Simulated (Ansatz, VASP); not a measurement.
# BN: VASP beside Ansatz

INCAR

```
SYSTEM = BN
PREC     = Accurate       ! precision mode
ENCUT    = 600            ! plane-wave cutoff, eV
EDIFF    = 1E-6           ! SCF threshold, eV
ISMEAR   = -1             ! smearing method
SIGMA    = 0.01           ! smearing width, eV
LREAL    = Auto         
LASPH    = .TRUE.         ! aspherical terms in the spheres
NELM     = 120            ! most SCF steps
ALGO     = Normal         ! electronic algorithm
ISIF     = 2              ! what is computed and relaxed
LWAVE    = .FALSE.        ! write WAVECAR
LCHARG   = .FALSE.        ! write CHGCAR
GGA      = PE             ! functional
NBANDS   = 96             ! bands
GGA_COMPAT= .FALSE.
```

KPOINTS

```
regular mesh
0
G
  1 1 1
  0 0 0
```

POSCAR

```
BN
1.0
    7.4650312809      0.0000000000      0.0000000000
   -3.7325156404      6.4649067293      0.0000000000
    0.0000000000      0.0000000000      6.4954828800
B N
18 18
Direct
    0.1111968462      0.2221364871      0.2500000000
    0.2221364871      0.1111968462      0.7500000000
    0.1111968462      0.5554698204      0.2500000000
    0.2221364871      0.4445301796      0.7500000000
    0.1111968462      0.8888031538      0.2500000000
    0.2221364871      0.7778635129      0.7500000000
    0.4445301796      0.2221364871      0.2500000000
    0.5554698204      0.1111968462      0.7500000000
    0.4445301796      0.5554698204      0.2500000000
    0.5554698204      0.4445301796      0.7500000000
    0.4445301796      0.8888031538      0.2500000000
    0.5554698204      0.7778635129      0.7500000000
    0.7778635129      0.2221364871      0.2500000000
    0.8888031538      0.1111968462      0.7500000000
    0.7778635129      0.5554698204      0.2500000000
    0.8888031538      0.4445301796      0.7500000000
    0.7778635129      0.8888031538      0.2500000000
    0.8888031538      0.7778635129      0.7500000000
    0.1114069255      0.2219264078      0.7500000000
    0.2219264078      0.1114069255      0.2500000000
    0.1114069255      0.5552597412      0.7500000000
    0.2219264078      0.4447402588      0.2500000000
    0.1114069255      0.8885930745      0.7500000000
    0.2219264078      0.7780735922      0.2500000000
    0.4447402588      0.2219264078      0.7500000000
    0.5552597412      0.1114069255      0.2500000000
    0.4447402588      0.5552597412      0.7500000000
    0.5552597412      0.4447402588      0.2500000000
    0.4447402588      0.8885930745      0.7500000000
    0.5552597412      0.7780735922      0.2500000000
    0.7780735922      0.2219264078      0.7500000000
    0.8885930745      0.1114069255      0.2500000000
    0.7780735922      0.5552597412      0.7500000000
    0.8885930745      0.4447402588      0.2500000000
    0.7780735922      0.8885930745      0.7500000000
    0.8885930745      0.7780735922      0.2500000000
```

Input for Ansatz:

```yaml
crystal:
  lattice:
    - [7.465031280851, 0.0, 0.0]
    - [-3.732515640426, 6.464906729263, 0.0]
    - [0.0, 0.0, 6.49548288]
  atoms:
    - { symbol: B, position: [0.1111968462382, 0.2221364870951, 0.25] }
    - { symbol: B, position: [0.2221364870951, 0.1111968462382, 0.75] }
    - { symbol: "N", position: [0.1114069255011, 0.2219264078323, 0.75] }
    - { symbol: "N", position: [0.2219264078323, 0.1114069255011, 0.25] }
    - { symbol: B, position: [0.1111968462382, 0.5554698204285, 0.25] }
    - { symbol: B, position: [0.2221364870951, 0.4445301795715, 0.75] }
    - { symbol: "N", position: [0.1114069255011, 0.5552597411656, 0.75] }
    - { symbol: "N", position: [0.2219264078323, 0.4447402588344, 0.25] }
    - { symbol: B, position: [0.1111968462382, 0.8888031537618, 0.25] }
    - { symbol: B, position: [0.2221364870951, 0.7778635129049, 0.75] }
    - { symbol: "N", position: [0.1114069255011, 0.8885930744989, 0.75] }
    - { symbol: "N", position: [0.2219264078323, 0.7780735921677, 0.25] }
    - { symbol: B, position: [0.4445301795715, 0.2221364870951, 0.25] }
    - { symbol: B, position: [0.5554698204285, 0.1111968462382, 0.75] }
    - { symbol: "N", position: [0.4447402588344, 0.2219264078323, 0.75] }
    - { symbol: "N", position: [0.5552597411656, 0.1114069255011, 0.25] }
    - { symbol: B, position: [0.4445301795715, 0.5554698204285, 0.25] }
    - { symbol: B, position: [0.5554698204285, 0.4445301795715, 0.75] }
    - { symbol: "N", position: [0.4447402588344, 0.5552597411656, 0.75] }
    - { symbol: "N", position: [0.5552597411656, 0.4447402588344, 0.25] }
    - { symbol: B, position: [0.4445301795715, 0.8888031537618, 0.25] }
    - { symbol: B, position: [0.5554698204285, 0.7778635129049, 0.75] }
    - { symbol: "N", position: [0.4447402588344, 0.8885930744989, 0.75] }
    - { symbol: "N", position: [0.5552597411656, 0.7780735921677, 0.25] }
    - { symbol: B, position: [0.7778635129049, 0.2221364870951, 0.25] }
    - { symbol: B, position: [0.8888031537618, 0.1111968462382, 0.75] }
    - { symbol: "N", position: [0.7780735921677, 0.2219264078323, 0.75] }
    - { symbol: "N", position: [0.8885930744989, 0.1114069255011, 0.25] }
    - { symbol: B, position: [0.7778635129049, 0.5554698204285, 0.25] }
    - { symbol: B, position: [0.8888031537618, 0.4445301795715, 0.75] }
    - { symbol: "N", position: [0.7780735921677, 0.5552597411656, 0.75] }
    - { symbol: "N", position: [0.8885930744989, 0.4447402588344, 0.25] }
    - { symbol: B, position: [0.7778635129049, 0.8888031537618, 0.25] }
    - { symbol: B, position: [0.8888031537618, 0.7778635129049, 0.75] }
    - { symbol: "N", position: [0.7780735921677, 0.8885930744989, 0.75] }
    - { symbol: "N", position: [0.8885930744989, 0.7780735921677, 0.25] }
basis:
  ecutwfc: 420.0
  ecutrho_ratio: 4
  xc_grid: 2
  fft_grid_basis: typed
  precision: f64
kpoints:
  mp_grid: { grid: [1, 1, 1] }
hamiltonian:
  pseudopotentials: { kind: paw, azcp: { folder: soft_1 } }
scf:
  max_iter: 100
  self_checks: high
  occupations: { method: fermi_dirac, width: 0.01 }
output:
  forces: true
checkpoint:
  write: "../host.s2.run"
  compress: false
  write_wavefunctions: true
  write_every: 100000
```

Alike in both runs: task single point; functional PBE; k mesh 1 × 1 × 1; occupations fermi-dirac, width 0.01 eV; no spin polarisation.

```csv
,VASP,Ansatz
version,VASP 6.6.1,Ansatz 0.2.0
potentials or method,"VASP PAW PBE potentials, release 64 (B, N), cutoff 600 eV",plane-wave PAW DFT
valence electrons in the cell,144,144
```

Ansatz gave:

* gap on the k mesh at the Fermi level (eV): 4.97
* rms of the force components (eV/Å): 0.127

Task: Which values does VASP return?

Result: gap on the k mesh at the Fermi level (eV): 4.97; rms of the force components (eV/Å): 0.126.

The k mesh is coarse, so the values compare programs but aren't converged.
